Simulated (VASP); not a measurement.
# Ca17S15 (a cell with a defect) in VASP: relaxation of the atoms with PBE

Aim: the relaxation of the atoms of Ca17S15 (a cell with a defect) with PBE.

All numbers are computed with VASP 6.6.1; they aren't measurements. Logs are shortened: lines on timing, memory, paths and dates and some standing lists are left out, and cuts for length are marked.

### 1 The cell of the first run

The cell holds a defect, 32 atoms: a = 9.893 Å, b = 9.893 Å, c = 9.893 Å, α = 109.47°, β = 109.47°, γ = 109.47°.

### 2 Relaxation of the atoms, PBE

INCAR reads:

```
  PREC = Accurate
  ENCUT = 450
  EDIFF = 1E-7
  ISMEAR = 0
  SIGMA = 0.01
  LREAL = Auto
  LASPH = T
  NELM = 120
  ALGO = Normal
  ISIF = 2
  LWAVE = F
  LCHARG = F
  GGA = PE
  IBRION = 2
  NSW = 65
  EDIFFG = -0.025
  NELECT = 262.0
  GGA_COMPAT = F
  NELMIN = 4
  KPAR = 2
  NCORE = 2
```

KPOINTS reads:

```
Automatic mesh
0
Gamma
  2 2 2
  0.5 0.5 0.5
```

POSCAR reads:

```
Ca17S15
1.0
    5.7117999112      5.7117999112      5.7117999112
   -5.7117999112     -5.7117999112      5.7117999112
    5.7117999112     -5.7117999112     -5.7117999112
Ca S
17 15
Direct
    0.2285401877      0.2500000000      0.4785401877
    0.5000000000     -0.0214598123      0.4785401877
    0.2500000000      0.5000000000      0.2500000000
    0.5000000000      0.2500000000      0.2500000000
    0.7500000000      0.0000000000      0.2500000000
    0.7500000000      0.7500000000      0.5000000000
    0.0000000000      0.5000000000      0.5000000000
    0.2285401877      0.9785401877      0.7500000000
    0.2500000000      0.7500000000      0.0000000000
    0.5000000000      0.5214598123      0.0214598123
    0.7714598123      0.2500000000      0.0214598123
    0.0000000000      0.0000000000      0.0000000000
    0.0000000000      0.7500000000      0.2500000000
    0.5000000000      0.7500000000      0.7500000000
    0.7714598123      0.5214598123      0.7500000000
    0.0000000000      0.2500000000      0.7500000000
    0.5000000000      0.2500000000      0.7500000000
    0.7496694205      0.0003305795      0.7500000000
    0.5000000000      0.4996694205      0.5003305795
    0.7496694205      0.2500000000      0.5003305795
    0.0006611590      0.0003305795      0.5003305795
    0.0000000000      0.7500000000      0.7500000000
    0.2503305795      0.4996694205      0.7500000000
    0.5000000000      0.0003305795     -0.0003305795
    0.5000000000      0.7500000000      0.2500000000
    0.7496694205      0.4996694205      0.2493388410
    0.0000000000      0.2500000000      0.2500000000
    0.2503305795      0.0003305795      0.2506611590
    0.2503305795      0.7506611590      0.5003305795
    0.7496694205      0.7493388410     -0.0003305795
   -0.0006611590      0.4996694205     -0.0003305795
    0.2503305795      0.2500000000     -0.0003305795
```

Potentials or basis: VASP PAW PBE potentials, release 64 (Ca_sv, S).

Launch:

```sh
cat potpaw_PBE.64/Ca_sv/POTCAR potpaw_PBE.64/S/POTCAR > POTCAR
mpirun -np 4 vasp_std > vasp.out
```

OUTCAR:

```text
PREC = Accurate
   ENCUT = 450
   EDIFF = 1E-7
   ISMEAR = 0
   LREAL = Auto
   LASPH = T
   NELM = 120
   ISIF = 2
   GGA = PE
   IBRION = 2
   NSW = 65
   EDIFFG = -0.025
   NELECT = 262.0
   NELMIN = 4

 ion  position               nearest neighbor table
   1  0.229  0.250  0.479-  27 2.61  19 2.86  28 2.86  21 2.86  23 2.86  17 3.10
   2  0.500  0.979  0.479-  25 2.61  20 2.86  28 2.86  18 2.86  29 2.86  17 3.10
   3  0.250  0.500  0.250-  25 2.86  27 2.86  19 2.86  29 2.86  31 2.86  32 2.86
   4  0.500  0.250  0.250-  19 2.86  20 2.86  24 2.86  26 2.86  28 2.86  32 2.86
   5  0.750  0.000  0.250-  25 2.86  27 2.86  24 2.86  20 2.86  21 2.86  30 2.86
   6  0.750  0.750  0.500-  22 2.86  25 2.86  21 2.86  18 2.86  19 2.86  26 2.86
[... 24 lines left out ...]
  31  0.999  0.500  1.000-  13 2.86  16 2.86   3 2.86   9 2.86  15 2.86  11 2.86
  32  0.250  0.250  1.000-   4 2.86  16 2.86  12 2.86   3 2.86   8 2.86  10 2.86

  LATTYP: Found a body centered cubic cell.
 ALAT       =    11.4235998224

  Lattice vectors:

 A1 = (   5.7117999112,   5.7117999112,   5.7117999112)
 A2 = (  -5.7117999112,  -5.7117999112,   5.7117999112)
 A3 = (   5.7117999112,  -5.7117999112,  -5.7117999112)

Analysis of symmetry for initial positions (statically):
=====================================================================
 Subroutine PRICEL returns:
 Original cell was already a primitive cell.

 Routine SETGRP: Setting up the symmetry group for a
 body centered cubic supercell.

 Subroutine GETGRP returns: Found 48 space group operations
 (whereof  8 operations were pure point group operations)
 out of a pool of 48 trial point group operations.

The static configuration has the point symmetry D_2d.
 The point group associated with its full space group is O_h .

Analysis of symmetry for dynamics (positions and initial velocities):
=====================================================================
 Subroutine PRICEL returns:
 Original cell was already a primitive cell.

 Routine SETGRP: Setting up the symmetry group for a
 body centered cubic supercell.

 Subroutine GETGRP returns: Found 48 space group operations
 (whereof  8 operations were pure point group operations)
 out of a pool of 48 trial point group operations.

The dynamic configuration has the point symmetry D_2d.
 The point group associated with its full space group is O_h .

 Subroutine INISYM returns: Found 48 space group operations
 (whereof  8 operations are pure point group operations),
 and found     1 'primitive' translations

----------------------------------------------------------------------------------------

                                     Primitive cell

  volume of cell :     745.3821

  direct lattice vectors                    reciprocal lattice vectors
     5.711799911  5.711799911  5.711799911     0.087538080  0.000000000  0.087538080
    -5.711799911 -5.711799911  5.711799911     0.000000000 -0.087538080  0.087538080
     5.711799911 -5.711799911 -5.711799911     0.087538080 -0.087538080  0.000000000

  length of vectors
     9.893127649  9.893127649  9.893127649     0.123797541  0.123797541  0.123797541

  position of ions in fractional coordinates (direct lattice)
     0.228540188  0.250000000  0.478540188
     0.500000000  0.978540188  0.478540188
     0.250000000  0.500000000  0.250000000
     0.500000000  0.250000000  0.250000000
     0.750000000  0.000000000  0.250000000
     0.750000000  0.750000000  0.500000000
[... 24 lines left out ...]
     0.999338841  0.499669420  0.999669420
     0.250330580  0.250000000  0.999669420

  ion indices of the primitive-cell ions
   primitive index   ion index
                 1           1
                 2           2
                 3           3
                 4           4
                 5           5
                 6           6
[... 24 lines left out ...]
                31          31
                32          32

----------------------------------------------------------------------------------------

 KPOINTS: Automatic mesh

Automatic generation of k-mesh.
 Grid dimensions read from file:
 generate k-points for:    2    2    2

 Generating k-lattice:

  Cartesian coordinates                     Fractional coordinates (reciprocal lattice)
     0.043769040  0.000000000  0.043769040     0.500000000  0.000000000  0.000000000
     0.000000000 -0.043769040  0.043769040     0.000000000  0.500000000  0.000000000
     0.043769040 -0.043769040  0.000000000     0.000000000  0.000000000  0.500000000

  Length of vectors
     0.061898770  0.061898770  0.061898770

  Shift w.r.t. Gamma in fractional coordinates (k-lattice)
     0.500000000  0.500000000  0.500000000

 Subroutine IBZKPT returns following result:
 ===========================================

 Found      2 irreducible k-points:

 Following reciprocal coordinates:
            Coordinates               Weight
  0.250000  0.250000  0.250000      2.000000
 -0.250000  0.250000  0.250000      6.000000
   k-points           NKPTS =      2   k-points in BZ     NKDIM =      2   number of bands    NBANDS=    157
   number of dos      NEDOS =    301   number of ions     NIONS =     32
   total plane-waves  NPLWV = 343000
   dimension x,y,z NGX =    70 NGY =   70 NGZ =   70
   dimension x,y,z NGXF=   140 NGYF=  140 NGZF=  140
   ions per type =              17  15
   NGX,Y,Z   is equivalent  to a cutoff of  11.76, 11.76, 11.76 a.u.
   NGXF,Y,Z  is equivalent  to a cutoff of  23.53, 23.53, 23.53 a.u.
 SYSTEM =  unknown system
   PREC   = accura    normal or accurate (medium, high low for compatibility)
   ISTART =      0    job   : 0-new  1-cont  2-samecut
   ICHARG =      2    charge: 1-file 2-atom 10-const
   ISPIN  =      1    spin polarized calculation?
   LNONCOLLINEAR =      F non collinear calculations
   LSORBIT =      F    spin-orbit coupling
   LASPH  =      T    aspherical Exc in radial PAW
   ENCUT  =  450.0 eV  33.07 Ry    5.75 a.u.  17.11 17.11 17.11*2*pi/ulx,y,z
   NELM   =    120;   NELMIN=  4; NELMDL= -5     # of ELM steps
   EDIFF  = 0.1E-06   stopping-criterion for ELM
   LREAL  =      T    real-space projection
   EDIFFG = -.3E-01   stopping-criterion for IOM
   NSW    =     65    number of steps for IOM
   IBRION =      2    ionic relax: 0-MD 1-quasi-New 2-CG
   NFREE  =      1    steps in history (QN), initial steepest desc. (CG)
   ISIF   =      2    stress and relaxation
   ISYM   =      2    0-nonsym 1-usesym 2-fastsym
   POTIM  = 0.5000    time-step for ionic-motion
   TEBEG  =    0.0;   TEEND  =   0.0 temperature during run
   PSTRESS=    0.0 pullay stress
   NELECT =     262.0000    total number of electrons
   NUPDOWN=      -1.0000    fix difference up-down
   EMIN   =  10.00;   EMAX   =-10.00  energy-range for DOS
   EFERMI =   0.00;   METHOD = LEGACY
   ISMEAR =     0;   SIGMA  =   0.01  broadening in eV -4-tet -1-fermi 0-gaus
   EFERMI_NEDOS =   21; number of points for ismear=-14 and -15
   IALGO  =     38    algorithm
   IMIX   =      4    mixing-type and parameters
     AMIX     =   0.40;   BMIX     =  1.00
     AMIX_MAG =   1.60;   BMIX_MAG =  1.00
  volume/ion in A,a.u.               =      23.29       157.19
  Fermi-wavevector in a.u.,A,eV,Ry     =   1.155355  2.183305 18.161685  1.334846
  Thomas-Fermi vector in A             =   2.291985
   LORBIT       =      0    0 simple, 1 ext, 2 COOP (PROOUT), +10 PAW based schemes
   GGA     = PE    functional components
   LHFCALC =     F    Hartree Fock is set to
   AEXX    =    0.0000 exact exchange contribution
   IVDW    =     0    specifies the selected vdW correction
   LEPSILON=     F    determine dielectric tensor
   LRPA    =     F    only Hartree local field effects (RPA)
 conjugate gradient relaxation of ions
 non-spin polarized calculation
 Gauss-broadening in eV      SIGMA  =   0.01
  energy-cutoff  :      450.00
  volume of cell :      745.38
 maximum number of plane-waves:     16196
 NGX is ok and might be reduce to    70
   NGX = 35   NGY = 35   NGZ = 35

--------------------------------------- Ionic step        1  -------------------------------------------

 number of electron     262.0000130 magnetization

 Free energy of the ion-electron system (eV)
  ---------------------------------------------------
  ext. energy  EPLUGINS =         0.00000000
  ---------------------------------------------------
  free energy    TOTEN  =      -143.57538640 eV

  energy without entropy =     -143.57008626  energy(sigma->0) =     -143.57273633

------------------------ aborting loop because EDIFF is reached ----------------------------------------

  FORCE on cell =-STRESS in cart. coord.  units (eV):
  Direction    XX          YY          ZZ          XY          YZ          ZX
  --------------------------------------------------------------------------------------
  -------------------------------------------------------------------------------------
  Total       18.7346568     18.7346568     18.7346568      0.0000000      0.0000000      0.0000000
  in kB       40.2696057     40.2696057     40.2696057      0.0000000      0.0000000      0.0000000
  external PRESSURE =      40.2696057 kB  Pullay stress =       0.0000000 kB
[... 117 lines left out ...]
  energy  without entropy=     -143.5713651870  energy(sigma->0) =     -143.57401526

--------------------------------------- Ionic step        3  -------------------------------------------

 number of electron     262.0000128 magnetization

 Free energy of the ion-electron system (eV)
  ---------------------------------------------------
  ext. energy  EPLUGINS =         0.00000000
  ---------------------------------------------------
  free energy    TOTEN  =      -143.57810107 eV

  energy without entropy =     -143.57280093  energy(sigma->0) =     -143.57545100

 E-fermi :   5.4610     XC(G=0):  -9.4029

 val. band max:        5.4541156238   @ k =  -0.2500   0.2500   0.2500
 cond. band min:       5.7333492941   @ k =   0.2500   0.2500   0.2500
 fundamental gap:      0.2792336704
 Fermi energy:         5.4609563212

 k-point     1 :       0.2500    0.2500    0.2500
  band No.  band energies     occupation
      1     -37.3446      2.00000
      2     -36.3927      2.00000
      3     -36.3927      2.00000
      4     -36.3927      2.00000
      5     -36.3927      2.00000
      6     -36.3362      2.00000
[... 135 lines left out ...]
    142       6.5788      0.00000
    143       6.5875      0.00000

 k-point     2 :      -0.2500    0.2500    0.2500
  band No.  band energies     occupation
      1     -37.3446      2.00000
      2     -36.3930      2.00000
      3     -36.3927      2.00000
      4     -36.3927      2.00000
      5     -36.3925      2.00000
      6     -36.3375      2.00000
[... 135 lines left out ...]
    142       6.6727      0.00000
    143       6.8887      0.00000
 [bands above 143 left out]

------------------------ aborting loop because EDIFF is reached ----------------------------------------

  FORCE on cell =-STRESS in cart. coord.  units (eV):
  Direction    XX          YY          ZZ          XY          YZ          ZX
  --------------------------------------------------------------------------------------
  -------------------------------------------------------------------------------------
  Total       18.6891767     18.6891767     18.6891767     -0.0000000      0.0000000      0.0000000
  in kB       40.1718475     40.1718475     40.1718475     -0.0000000      0.0000000      0.0000000
  external PRESSURE =      40.1718475 kB  Pullay stress =       0.0000000 kB
[... 47 lines left out ...]
  FREE ENERGIE OF THE ION-ELECTRON SYSTEM (eV)
  ---------------------------------------------------
  free  energy   TOTEN  =      -143.5781010672 eV

  energy  without entropy=     -143.5728009284  energy(sigma->0) =     -143.57545100

 reached required accuracy - stopping structural energy minimisation
```

Wall time 8.9 min (4 MPI ranks of AMD EPYC 7R43 (Zen 3), shared host); peak memory 0.48 GiB.

What came out:

- Free energy: -143.5781 eV
- Energy gained by relaxing: 0.1 meV/atom
- Ionic steps: 3
- Largest force after relaxing: 0.008 eV/Å

Forces on the atoms (eV/Å):
```
Ca  -0.005  0.000  0.000
Ca   0.000  0.005  0.000
Ca   0.000  0.000  0.000
Ca   0.000  0.000  0.000
Ca   0.000  0.000  0.000
Ca   0.000  0.000  0.000
Ca   0.000  0.000  0.000
Ca   0.000  0.000 -0.005
Ca   0.000  0.000  0.000
Ca   0.000 -0.005  0.000
Ca   0.005  0.000  0.000
Ca   0.000  0.000  0.000
Ca   0.000  0.000  0.000
Ca   0.000  0.000  0.000
Ca   0.000  0.000  0.005
Ca   0.000  0.000  0.000
Ca   0.000  0.000  0.000
S    0.006  0.006  0.000
S   -0.006  0.000  0.006
S    0.000  0.006  0.006
S   -0.006  0.000 -0.006
S    0.000  0.000  0.000
S   -0.006 -0.006  0.000
S    0.006  0.000 -0.006
S    0.000  0.000  0.000
S    0.006 -0.006  0.000
S    0.000  0.000  0.000
S   -0.006  0.006  0.000
S    0.000  0.006 -0.006
S    0.000 -0.006  0.006
S    0.006  0.000  0.006
S    0.000 -0.006 -0.006
```

Step by step:
| step | energy change (eV) | largest force (eV/Å) | pressure (GPa) |
| --- | --- | --- | --- |
| 1 | 0.0000 | 0.0442 | 4.03 |
| 2 | -0.0013 | 0.0292 | 4.02 |
| 3 | -0.0027 | 0.0080 | 4.02 |

Final structure:
```
Ca S
1.0
     5.71180    5.71180    5.71180
    -5.71180   -5.71180    5.71180
     5.71180   -5.71180   -5.71180
Ca S
17 15
Direct
  0.22916 0.25000 0.47916
  0.50000 0.97916 0.47916
  0.25000 0.50000 0.25000
  0.50000 0.25000 0.25000
  0.75000 0.00000 0.25000
  0.75000 0.75000 0.50000
  0.00000 0.50000 0.50000
  0.22916 0.97916 0.75000
  0.25000 0.75000 0.00000
  0.50000 0.52084 0.02084
  0.77084 0.25000 0.02084
  0.00000 0.00000 0.00000
  0.00000 0.75000 0.25000
  0.50000 0.75000 0.75000
  0.77084 0.52084 0.75000
  0.00000 0.25000 0.75000
  0.50000 0.25000 0.75000
  0.75007 0.99993 0.75000
  0.50000 0.50007 0.49993
  0.75007 0.25000 0.49993
  0.99987 0.99993 0.49993
  0.00000 0.75000 0.75000
  0.24993 0.50007 0.75000
  0.50000 0.99993 0.00007
  0.50000 0.75000 0.25000
  0.75007 0.50007 0.25013
  0.00000 0.25000 0.25000
  0.24993 0.99993 0.24987
  0.24993 0.74987 0.49993
  0.75007 0.75013 0.00007
  0.00013 0.50007 0.00007
  0.24993 0.25000 0.00007
```

Caveat: the k points lie up to 0.39 Å⁻¹ apart; the cell carries a net charge on a neutralising background, which shifts energy and pressure; the cell is charged against a uniform background, so pressure and absolute levels hang on convention.
